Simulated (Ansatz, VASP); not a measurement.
## Ge in VASP and in Ansatz

```
Ge
1.0
    -2.00208   -3.46771    0.00000
     2.00208   -3.46771    0.00000
     0.00000    0.00000   15.14505
Ge
8
Direct
  0.00000 0.00000 0.13610
  0.00000 0.00000 0.29787
  0.00000 0.00000 0.57007
  0.00000 0.00000 0.73184
  0.66667 0.66667 0.08171
  0.33333 0.33333 0.35226
  0.33333 0.33333 0.51568
  0.66667 0.66667 0.78624
```

Alike in both runs: task single point; functional PBEsol; k mesh 11 × 11 × 3; occupations gaussian, width 0.15 eV; no spin polarisation.

|  | VASP | Ansatz |
| --- | --- | --- |
| version | VASP 6.6.1 | Ansatz 0.2.0 |
| potentials or method | VASP PAW PBE potentials, release 64 (Ge_d), cutoff 520 eV | scalar-relativistic, plane waves, PAW |
| valence electrons in the cell | 112 | 112 |

VASP gave:

```
gap on the k mesh at the Fermi level (eV)                     : none
pressure (GPa)                                                : -0.2
traceless stress, the component that is largest in VASP (GPa) : -0.41
rms of the force components (eV/Å)                            : 0.129
```

Problem. Estimate Ansatz's values.

Solution. gap on the k mesh at the Fermi level (eV): none; pressure (GPa): -0.1; traceless stress, the component that is largest in VASP (GPa): -0.41; rms of the force components (eV/Å): 0.129.

VASP's potentials were made for PBE, not for PBEsol. Atom by atom the forces differ by 0.001 eV/Å (rms over components). A gap of «none» marks a metal or a gap that the smearing closes.
